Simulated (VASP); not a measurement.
# V (Im-3m) in VASP: a series of runs

V is run at these levels: PBEsol; tasks: single point.

Program: VASP 6.6.1. These are calculated values, not measurements. Logs are shortened: lines on timing, memory, paths and dates and some standing lists are left out, and cuts for length are marked.

## (1) The cell of the first run

The structure is cubic, space group Im-3m (No. 229). Conventional cell: a = 2.960 Å, b = 2.960 Å, c = 2.960 Å, α = 90.00°, β = 90.00°, γ = 90.00°. Within 3.4 Å of V (site symmetry m-3m) lie 14 V at 2.56 to 2.96 Å.

## (2) Single point, PBEsol

INCAR reads:

```
SYSTEM = V
ALGO = Normal ; EDIFF = 1E-6
ENCUT = 520 ; GGA = PS
ISIF = 2 ; ISMEAR = -1
LASPH = .True. ; LCHARG = .False.
LREAL = .False. ; LWAVE = .False.
NBANDS = 12 ; NELM = 80
PREC = Accurate ; SIGMA = 0.1
```

KPOINTS reads:

```
k-points
0
Gamma
  24 24 24
  0 0 0
```

POSCAR reads:

```
V
1.0
   -1.4798876270      1.4798876270      1.4798876270
    1.4798876270     -1.4798876270      1.4798876270
    1.4798876270      1.4798876270     -1.4798876270
V
1
Direct
    0.0000000000      0.0000000000      0.0000000000
```

Potentials or basis: VASP PAW PBE potentials, release 64 (V_sv).

The run is started by

```bash
cat potpaw_PBE.64/V_sv/POTCAR > POTCAR
mpirun -np 1 vasp_std > vasp.out
```

OUTCAR:

```text
SYSTEM = V
   EDIFF = 1E-6
   ENCUT = 520
   GGA = PS
   ISIF = 2
   ISMEAR = -1
   LASPH = .True.
   LREAL = .False.
   NELM = 80
   PREC = Accurate

 ion  position               nearest neighbor table
   1  0.000  0.000  0.000-

  LATTYP: Found a body centered cubic cell.
 ALAT       =     2.9597752540

  Lattice vectors:

 A1 = (  -1.4798876270,   1.4798876270,   1.4798876270)
 A2 = (   1.4798876270,  -1.4798876270,   1.4798876270)
 A3 = (   1.4798876270,   1.4798876270,  -1.4798876270)

Analysis of symmetry for initial positions (statically):
=====================================================================
 Subroutine PRICEL returns:
 Original cell was already a primitive cell.

 Routine SETGRP: Setting up the symmetry group for a
 body centered cubic supercell.

 Subroutine GETGRP returns: Found 48 space group operations
 (whereof 48 operations were pure point group operations)
 out of a pool of 48 trial point group operations.

The static configuration has the point symmetry O_h .

Analysis of symmetry for dynamics (positions and initial velocities):
=====================================================================
 Subroutine PRICEL returns:
 Original cell was already a primitive cell.

 Routine SETGRP: Setting up the symmetry group for a
 body centered cubic supercell.

 Subroutine GETGRP returns: Found 48 space group operations
 (whereof 48 operations were pure point group operations)
 out of a pool of 48 trial point group operations.

The dynamic configuration has the point symmetry O_h .

 Subroutine INISYM returns: Found 48 space group operations
 (whereof 48 operations are pure point group operations),
 and found     1 'primitive' translations

----------------------------------------------------------------------------------------

                                     Primitive cell

  volume of cell :      12.9642

  direct lattice vectors                    reciprocal lattice vectors
    -1.479887627  1.479887627  1.479887627     0.000000000  0.337863491  0.337863491
     1.479887627 -1.479887627  1.479887627     0.337863491  0.000000000  0.337863491
     1.479887627  1.479887627 -1.479887627     0.337863491  0.337863491  0.000000000

  length of vectors
     2.563240559  2.563240559  2.563240559     0.477811131  0.477811131  0.477811131

  position of ions in fractional coordinates (direct lattice)
     0.000000000  0.000000000  0.000000000

  ion indices of the primitive-cell ions
   primitive index   ion index
                 1           1

----------------------------------------------------------------------------------------

 KPOINTS: k-points

Automatic generation of k-mesh.
 Grid dimensions read from file:
 generate k-points for:   24   24   24

 Generating k-lattice:

  Cartesian coordinates                     Fractional coordinates (reciprocal lattice)
     0.000000000  0.014077645  0.014077645     0.041666667  0.000000000  0.000000000
     0.014077645  0.000000000  0.014077645     0.000000000  0.041666667  0.000000000
     0.014077645  0.014077645  0.000000000     0.000000000  0.000000000  0.041666667

  Length of vectors
     0.019908797  0.019908797  0.019908797

  Shift w.r.t. Gamma in fractional coordinates (k-lattice)
     0.000000000  0.000000000  0.000000000

 Subroutine IBZKPT returns following result:
 ===========================================

 Found    413 irreducible k-points:

 Following reciprocal coordinates:
            Coordinates               Weight
  0.000000  0.000000  0.000000      1.000000
  0.041667  0.000000  0.000000     12.000000
  0.083333  0.000000  0.000000     12.000000
  0.125000  0.000000  0.000000     12.000000
  0.166667  0.000000  0.000000     12.000000
  0.208333  0.000000  0.000000     12.000000
[... 16 lines left out ...]
  0.416667  0.041667  0.000000     48.000000
  0.458333  0.041667 -0.000000     48.000000
 [... further k-points ...]
   k-points           NKPTS =    413   k-points in BZ     NKDIM =    413   number of bands    NBANDS=     12
   number of dos      NEDOS =    301   number of ions     NIONS =      1
   total plane-waves  NPLWV =   8000
   dimension x,y,z NGX =    20 NGY =   20 NGZ =   20
   dimension x,y,z NGXF=    40 NGYF=   40 NGZF=   40
   ions per type =               1
   NGX,Y,Z   is equivalent  to a cutoff of  12.97, 12.97, 12.97 a.u.
   NGXF,Y,Z  is equivalent  to a cutoff of  25.94, 25.94, 25.94 a.u.
 SYSTEM =  V
   PREC   = accura    normal or accurate (medium, high low for compatibility)
   ISTART =      0    job   : 0-new  1-cont  2-samecut
   ICHARG =      2    charge: 1-file 2-atom 10-const
   ISPIN  =      1    spin polarized calculation?
   LNONCOLLINEAR =      F non collinear calculations
   LSORBIT =      F    spin-orbit coupling
   LASPH  =      T    aspherical Exc in radial PAW
   ENCUT  =  520.0 eV  38.22 Ry    6.18 a.u.   4.77  4.77  4.77*2*pi/ulx,y,z
   NELM   =     80;   NELMIN=  2; NELMDL= -5     # of ELM steps
   EDIFF  = 0.1E-05   stopping-criterion for ELM
   LREAL  =      F    real-space projection
   EDIFFG = 0.1E-04   stopping-criterion for IOM
   NSW    =      0    number of steps for IOM
   IBRION =     -1    ionic relax: 0-MD 1-quasi-New 2-CG
   NFREE  =      0    steps in history (QN), initial steepest desc. (CG)
   ISIF   =      2    stress and relaxation
   ISYM   =      2    0-nonsym 1-usesym 2-fastsym
   POTIM  = 0.5000    time-step for ionic-motion
   TEBEG  =    0.0;   TEEND  =   0.0 temperature during run
   PSTRESS=    0.0 pullay stress
   NELECT =      13.0000    total number of electrons
   NUPDOWN=      -1.0000    fix difference up-down
   EMIN   =  10.00;   EMAX   =-10.00  energy-range for DOS
   EFERMI =   0.00;   METHOD = LEGACY
   ISMEAR =    -1;   SIGMA  =   0.10  broadening in eV -4-tet -1-fermi 0-gaus
   EFERMI_NEDOS =   21; number of points for ismear=-14 and -15
   IALGO  =     38    algorithm
   IMIX   =      4    mixing-type and parameters
     AMIX     =   0.40;   BMIX     =  1.00
     AMIX_MAG =   1.60;   BMIX_MAG =  1.00
  volume/ion in A,a.u.               =      12.96        87.49
  Fermi-wavevector in a.u.,A,eV,Ry     =   1.638604  3.096512 36.531934  2.685021
  Thomas-Fermi vector in A             =   2.729549
   LORBIT       =      0    0 simple, 1 ext, 2 COOP (PROOUT), +10 PAW based schemes
   GGA     = PS    functional components
   LHFCALC =     F    Hartree Fock is set to
   AEXX    =    0.0000 exact exchange contribution
   IVDW    =     0    specifies the selected vdW correction
   LEPSILON=     F    determine dielectric tensor
   LRPA    =     F    only Hartree local field effects (RPA)
 non-spin polarized calculation
  energy-cutoff  :      520.00
  volume of cell :       12.96
 maximum number of plane-waves:       370
   NGX =  9   NGY =  9   NGZ =  9

 number of electron      13.0000002 magnetization

 Free energy of the ion-electron system (eV)
  ---------------------------------------------------
  ext. energy  EPLUGINS =         0.00000000
  ---------------------------------------------------
  free energy    TOTEN  =        -9.66251086 eV

  energy without entropy =       -9.60828174  energy(sigma->0) =       -9.63539630

 E-fermi :  10.0649     XC(G=0): -13.2689

 val. band max:       10.0633988056   @ k =  -0.2917   0.3750   0.1250
 cond. band min:      10.0651829733   @ k =  -0.3333   0.3333   0.1667
 fundamental gap:      0.0017841678
 Fermi energy:        10.0648696045

 k-point     1 :       0.0000    0.0000    0.0000
  band No.  band energies     occupation
      1     -53.3807      2.00000
      2     -26.7154      2.00000
      3     -26.7154      2.00000
      4     -26.7154      2.00000
      5       3.3666      2.00000
      6      10.4686      0.03467
      7      10.4686      0.03467
      8      10.4686      0.03467
      9      12.5723      0.00000
     10      12.5723      0.00000
     11      30.8301      0.00000
     12      30.8301      0.00000

 k-point     2 :       0.0417    0.0000    0.0000
  band No.  band energies     occupation
      1     -53.3768      2.00000
      2     -26.7337      2.00000
      3     -26.7209      2.00000
      4     -26.7155      2.00000
      5       3.4399      2.00000
      6      10.4364      0.04754
      7      10.4624      0.03684
      8      10.5218      0.02053
      9      12.5337      0.00000
     10      12.5743      0.00000
     11      30.7203      0.00000
     12      30.8270      0.00000

 k-point     3 :       0.0833    0.0000    0.0000
  band No.  band energies     occupation
      1     -53.3653      2.00000
      2     -26.7875      2.00000
      3     -26.7371      2.00000
      4     -26.7159      2.00000
      5       3.6561      2.00000
      6      10.3431      0.11660
      7      10.4378      0.04689
      8      10.6794      0.00428
      9      12.4331      0.00000
     10      12.5808      0.00000
     11      30.3834      0.00000
     12      30.7859      0.00000
[... 286 lines left out ...]
 k-point    23 :       0.4167    0.0417    0.0000
  band No.  band energies     occupation
      1     -53.1543      2.00000
      2     -27.7009      2.00000
      3     -27.0266      2.00000
      4     -26.7311      2.00000
      5       6.7744      2.00000
      6       8.9000      1.99998
      7      11.2707      0.00001
      8      12.5732      0.00000
      9      13.0121      0.00000
     10      14.3126      0.00000
     11      21.2941      0.00000
     12      26.3802      0.00000

 k-point    24 :       0.4583    0.0417   -0.0000
  band No.  band energies     occupation
      1     -53.1463      2.00000
      2     -27.7333      2.00000
      3     -27.0374      2.00000
      4     -26.7314      2.00000
      5       6.7735      2.00000
      6       8.8526      1.99999
      7      11.5864      0.00000
      8      12.5765      0.00000
      9      13.0656      0.00000
     10      14.5009      0.00000
     11      20.7713      0.00000
     12      26.2028      0.00000

 [... further k-points ...]

------------------------ aborting loop because EDIFF is reached ----------------------------------------

  FORCE on cell =-STRESS in cart. coord.  units (eV):
  Direction    XX          YY          ZZ          XY          YZ          ZX
  --------------------------------------------------------------------------------------
  -------------------------------------------------------------------------------------
  Total        0.0206396      0.0206396      0.0206396      0.0000000      0.0000000     -0.0000000
  in kB        2.5507403      2.5507403      2.5507403      0.0000000      0.0000000     -0.0000000
  external PRESSURE =       2.5507403 kB  Pullay stress =       0.0000000 kB

 VOLUME and BASIS-vectors are now :
 -----------------------------------------------------------------------------
  energy-cutoff  :      520.00
  volume of cell :       12.96
      direct lattice vectors                 reciprocal lattice vectors
    -1.479887627  1.479887627  1.479887627     0.000000000  0.337863491  0.337863491
     1.479887627 -1.479887627  1.479887627     0.337863491  0.000000000  0.337863491
     1.479887627  1.479887627 -1.479887627     0.337863491  0.337863491  0.000000000

 POSITION                                       TOTAL-FORCE (eV/Angst)
 -----------------------------------------------------------------------------------
      0.00000      0.00000      0.00000         0.000000      0.000000     -0.000000
 -----------------------------------------------------------------------------------
    total drift:                                0.000000     -0.000000      0.000000

  FREE ENERGIE OF THE ION-ELECTRON SYSTEM (eV)
  ---------------------------------------------------
  free  energy   TOTEN  =        -9.6625108587 eV

  energy  without entropy=       -9.6082817437  energy(sigma->0) =       -9.63539630
```

It took 40 s on 1 thread of Intel Xeon Platinum 8259CL at 2.50GHz (Skylake/Cascade Lake), shared host; peak memory 0.18 GiB.

Results:

```yaml
Free_energy: -9.6625 eV
Pressure: 0.3 GPa
```

Caveat: the PAW data sets were made with another functional, which shifts forces and pressure a little.

## (3) Single point, PBEsol (volume scaled by 1.04)

INCAR reads:

```
SYSTEM = V
  ALGO = Normal
  EDIFF = 1E-6
  ENCUT = 520
  GGA = PS
  ISIF = 2
  ISMEAR = -1
  LASPH = .TRUE.
  LCHARG = .FALSE.
  LREAL = .FALSE.
  LWAVE = .FALSE.
  NBANDS = 12
  NELM = 60
  PREC = Accurate
  SIGMA = 0.1
```

KPOINTS reads:

```
k-points
0
G
  24 24 24
  0 0 0
```

POSCAR reads:

```
V
1.0
   -1.4993620659      1.4993620659      1.4993620659
    1.4993620659     -1.4993620659      1.4993620659
    1.4993620659      1.4993620659     -1.4993620659
V
1
Direct
    0.0000000000      0.0000000000      0.0000000000
```

Potentials or basis: VASP PAW PBE potentials, release 64 (V_sv).

The run is started by

```bash
cat potpaw_PBE.64/V_sv/POTCAR > POTCAR
mpirun -np 1 vasp_std > vasp.out
```

Run time: 40 s. Hardware: 1 thread of Intel Xeon Platinum 8259CL at 2.50GHz (Skylake/Cascade Lake), shared host; peak memory 0.17 GiB.

Results (log left out):

```yaml
Free_energy: -9.6517 eV
Pressure: -6.9 GPa
```

Levels at points of the mesh, in eV from the Fermi level:
| k point | band 3 | band 4 | band 5 | band 6 | band 7 | band 8 | band 9 | band 10 | band 11 | band 12 |
| --- | --- | --- | --- | --- | --- | --- | --- | --- | --- | --- |
| (0.00, 0.00, 0.00) | -36.89 | -36.89 | -6.62 | 0.40 | 0.40 | 0.40 | 2.40 | 2.40 | 20.46 | 20.46 |
| (0.50, 0.00, 0.00) | -37.18 | -36.90 | -3.20 | -1.15 | 1.62 | 2.40 | 2.76 | 4.12 | 10.15 | 15.86 |
| (0.50, 0.50, 0.50) | -37.51 | -37.51 | -3.02 | -3.02 | 3.73 | 3.73 | 3.73 | 10.15 | 10.15 | 10.15 |

Caveat: the PAW data sets were made with another functional, which shifts forces and pressure a little.

## (4) Single point, PBEsol (volume scaled by 1.08)

INCAR reads:

```
PREC = Accurate
ENCUT = 520
EDIFF = 1E-6
ISMEAR = -1
SIGMA = 0.1
LREAL = False
LASPH = True
NELM = 80
ALGO = Normal
ISIF = 2
LWAVE = False
LCHARG = False
GGA = PS
NBANDS = 12
```

KPOINTS reads:

```
regular mesh
0
Gamma
  24 24 24
```

POSCAR reads:

```
V
1.0
   -1.5183433476      1.5183433476      1.5183433476
    1.5183433476     -1.5183433476      1.5183433476
    1.5183433476      1.5183433476     -1.5183433476
V
1
Direct
    0.0000000000      0.0000000000      0.0000000000
```

The run is started by

```bash
cat potpaw_PBE.64/V_sv/POTCAR > POTCAR
mpirun -np 1 vasp_std > vasp.out
```

Wall time 37 s (1 thread of Intel Xeon Platinum 8259CL at 2.50GHz (Skylake/Cascade Lake), shared host); peak memory 0.18 GiB.

The run converged. Its results:

| Quantity | Value |
| --- | --- |
| Free energy | -9.6198 eV |
| Pressure | -12.8 GPa |

Levels at points of the mesh, in eV from the Fermi level:
| k point | band 3 | band 4 | band 5 | band 6 | band 7 | band 8 | band 9 | band 10 | band 11 | band 12 |
| --- | --- | --- | --- | --- | --- | --- | --- | --- | --- | --- |
| (0.00, 0.00, 0.00) | -37.00 | -37.00 | -6.53 | 0.39 | 0.39 | 0.39 | 2.29 | 2.29 | 20.16 | 20.16 |
| (0.50, 0.00, 0.00) | -37.25 | -37.00 | -3.07 | -1.08 | 1.50 | 2.29 | 2.63 | 3.92 | 9.68 | 15.58 |
| (0.50, 0.50, 0.50) | -37.55 | -37.55 | -2.85 | -2.85 | 3.55 | 3.55 | 3.55 | 9.80 | 9.80 | 9.80 |

Caveat: the PAW data sets were made with another functional, which shifts forces and pressure a little.

## (5) Single point, PBEsol (volume scaled by 1.12)

INCAR reads:

```
SYSTEM = V
PREC     = Accurate       ! precision mode
ENCUT    = 520            ! plane-wave cutoff, eV
EDIFF    = 1E-6           ! SCF threshold, eV
ISMEAR   = -1             ! smearing method
SIGMA    = 0.1            ! smearing width, eV
LREAL    = .False.        ! projectors in reciprocal space
LASPH    = .True.         ! aspherical terms in the spheres
NELM     = 80             ! most SCF steps
ALGO     = Normal         ! electronic algorithm
ISIF     = 2              ! what is computed and relaxed
LWAVE    = .False.        ! write WAVECAR
LCHARG   = .False.        ! write CHGCAR
GGA      = PS             ! functional
NBANDS   = 12             ! bands
```

KPOINTS reads:

```
regular mesh
0
Gamma
  24 24 24
  0 0 0
```

POSCAR reads:

```
V
1.0
   -1.5368615550      1.5368615550      1.5368615550
    1.5368615550     -1.5368615550      1.5368615550
    1.5368615550      1.5368615550     -1.5368615550
V
1
Direct
    0.0000000000      0.0000000000      0.0000000000
```

The run is started by

```bash
cat potpaw_PBE.64/V_sv/POTCAR > POTCAR
mpirun -np 1 vasp_std > vasp.out
```

Run time: 44 s. Hardware: 1 thread of Intel Xeon Platinum 8259CL at 2.50GHz (Skylake/Cascade Lake), shared host; peak memory 0.18 GiB.

The run converged. Its results:

| Item | Value |
| --- | --- |
| Free energy | -9.5705 eV |
| Pressure | -17.6 GPa |

Levels at points of the mesh, in eV from the Fermi level:
| k point | band 3 | band 4 | band 5 | band 6 | band 7 | band 8 | band 9 | band 10 | band 11 | band 12 |
| --- | --- | --- | --- | --- | --- | --- | --- | --- | --- | --- |
| (0.00, 0.00, 0.00) | -37.10 | -37.10 | -6.44 | 0.38 | 0.38 | 0.38 | 2.20 | 2.20 | 19.88 | 19.88 |
| (0.50, 0.00, 0.00) | -37.32 | -37.10 | -2.96 | -1.02 | 1.39 | 2.19 | 2.51 | 3.73 | 9.25 | 15.31 |
| (0.50, 0.50, 0.50) | -37.59 | -37.59 | -2.70 | -2.70 | 3.38 | 3.38 | 3.38 | 9.48 | 9.48 | 9.48 |

Caveat: the PAW data sets were made with another functional, which shifts forces and pressure a little.

## (6) Summary

| cell | gap on the mesh (eV) | pressure (GPa) |
| --- | --- | --- |
| a = 2.563 Å, angles 109.5°, 1 atom | none | 0.3 |
| a = 2.597 Å, angles 109.5°, 1 atom | none | -6.9 |
| a = 2.630 Å, angles 109.5°, 1 atom | none | -12.8 |
| a = 2.662 Å, angles 109.5°, 1 atom | none | -17.6 |

Alike in all rows: task single point; level PBEsol; potentials or basis VASP PAW PBE potentials, release 64 (V_sv); no spin polarisation; k mesh 24 × 24 × 24; cutoff (eV) 520; smearing fermi-dirac 0.1 eV.

Caveats: the PAW data sets were made with another functional, which shifts forces and pressure a little.

Total energies depend on the potentials used, so only differences within one code and one set of settings carry meaning.
